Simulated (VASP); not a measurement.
Wanted: the native input for a VASP 6.6.1 run.

```yaml
Task: single point
Functional: PBE
Potentials_or_basis: VASP PAW PBE potentials, release 64 (Si, Ge_d)
Cutoff: 520 eV
k_mesh: 4 × 4 × 6
Occupations: gaussian, width 0.1 eV
Spin: no spin polarisation
Dipole_correction: no
Further_INCAR_settings: ALGO = Normal; EDIFF = 1e-06; NBANDS = 31
```

The structure of SiGe3 lies in POSCAR:

```
SiGe3
1.0
    2.9559021900     -4.1802769700      0.0000000000
    2.9559021900      4.1802769700      0.0000000000
    0.0000000000      0.0000000000      2.9559021900
Si Ge
1 3
Direct
    0.0000000000      0.0000000000      0.0000000000
    0.5000000000      0.5000000000      0.0000000000
    0.0000000000      0.5000000000      0.5000000000
    0.5000000000      0.0000000000      0.5000000000
```

One way to write it, as run:

INCAR

```
SYSTEM = SiGe3
PREC = Accurate ; ENCUT = 520
EDIFF = 1E-6 ; ISMEAR = 0
SIGMA = 0.1 ; LREAL = .False.
LASPH = .True. ; NELM = 60
ALGO = Normal ; ISIF = 2
LWAVE = .False. ; LCHARG = .False.
GGA = PE ; NBANDS = 31
```

KPOINTS

```
Automatic mesh
0
Gamma
  4 4 6
  0 0 0
```

Potentials or basis: VASP PAW PBE potentials, release 64 (Si, Ge_d).

The run is started by

```console
$ cat potpaw_PBE.64/Si/POTCAR potpaw_PBE.64/Ge_d/POTCAR > POTCAR
$ mpirun -np 1 vasp_std > vasp.out
```

It gave:

```yaml
Pressure: 1.1 GPa
Band_gap_on_the_k_mesh: zero (band 23 reaches 10.41 eV, above the bottom of band 24 at 6.25 eV)
```

Run time: 59 s on 1 thread of Intel Xeon 8259CL, with other jobs on the host, peak memory 0.21 GiB.
